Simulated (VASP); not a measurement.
Here is a VASP 6.6.1 calculation.

The input POSCAR:

```
Cr
1.0
    0.0000000000      2.5559108006      2.5559108006
    2.5559108006      0.0000000000      2.5559108006
    2.5559108006      2.5559108006      0.0000000000
Cr
2
Direct
    0.1250000000      0.1250000000      0.1250000000
    0.8750000000      0.8750000000      0.8750000000
```

File INCAR.step1:

```
ALGO = Normal
EDIFF = 1E-5
ENCUT = 550
GGA = PE
GGA_COMPAT = False
ISMEAR = -1
LASPH = True
LCHARG = False
LREAL = False
LWAVE = True
NBANDS = 19
NELM = 120
PREC = Accurate
SIGMA = 0.1
```

Contents of INCAR.step2:

```
ALGO = Normal
EDIFF = 1E-6
ENCUT = 550
GGA_COMPAT = False
ISIF = 2
ISMEAR = -1
ISTART = 1
LASPH = True
LCHARG = True
LELF = True
LMIXTAU = True
LREAL = False
LVHAR = True
LWAVE = False
METAGGA = R2SCAN
NBANDS = 19
NELM = 120
PREC = Accurate
SIGMA = 0.1
```

The input KPOINTS:

```
k-points
0
Gamma
  12 12 12
```

Potentials or basis: VASP PAW PBE potentials, release 64 (Cr_pv).

Command:

```console
$ cat potpaw_PBE.64/Cr_pv/POTCAR > POTCAR
$ cp INCAR.step1 INCAR
$ mpirun -np 1 vasp_std > vasp.out
$ cp INCAR.step2 INCAR
$ mpirun -np 1 vasp_std > vasp.out
```

(1) What does it give for the pressure?

(2) Estimate the band gap on the k mesh.

Results:

(1) -2.8 GPa.

(2) zero (bands 12 and 13 overlap by 0.59 eV).

Caveat: the PAW data sets were made with another functional, which shifts forces and pressure a little; the run has no spin polarisation, though such a crystal can be magnetic.
